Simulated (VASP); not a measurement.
Wanted: the native input for a VASP 6.6.1 run.

- Task: single point
- Functional: PBEsol
- Potentials or basis: VASP PAW PBE potentials, release 64 (Ba_sv)
- Cutoff: 500 eV
- k mesh: 6 × 6 × 6
- Occupations: gaussian, width 0.1 eV
- Spin: no spin polarisation
- Dipole correction: no
- Further INCAR settings: ALGO = Normal; EDIFF = 1e-06; NBANDS = 17

The structure of Ba lies in POSCAR:

```
Ba
1.0
    2.1722795614      1.2541661895      7.0177354901
   -2.1722795614      1.2541661895      7.0177354901
    0.0000000000     -2.5083323791      7.0177354901
Ba
2
Direct
    0.2500035959      0.2500035959      0.2500035959
    0.7499964041      0.7499964041      0.7499964041
```

One way to write it, as run:

INCAR

```
PREC     = Accurate       # precision mode
ENCUT    = 500            # plane-wave cutoff, eV
EDIFF    = 1E-6           # SCF threshold, eV
ISMEAR   = 0              # smearing method
SIGMA    = 0.1            # smearing width, eV
LREAL    = F              # projectors in reciprocal space
LASPH    = T              # aspherical terms in the spheres
NELM     = 120            # most SCF steps
ALGO     = Normal         # electronic algorithm
ISIF     = 2              # what is computed and relaxed
LWAVE    = F              # write WAVECAR
LCHARG   = F              # write CHGCAR
GGA      = PS             # functional
NBANDS   = 17             # bands
GGA_COMPAT= F
```

KPOINTS

```
Automatic mesh
0
Gamma
  6 6 6
```

Potentials or basis: VASP PAW PBE potentials, release 64 (Ba_sv).

The run is started by

```sh
$ cat potpaw_PBE.64/Ba_sv/POTCAR > POTCAR
$ mpirun -np 1 vasp_std > vasp.out
```

Results of the run:

```yaml
Pressure: 0.2 GPa
Band_gap_on_the_k_mesh: zero (bands 10 and 11 overlap by 0.44 eV)
```

Caveat: the PAW data sets were made with another functional, which shifts forces and pressure a little; spin-orbit coupling is left out, which moves the levels of the heavy elements.

It took 3.2 min on 1 thread of AMD EPYC 7R13 (shared host), peak memory 0.33 GiB.
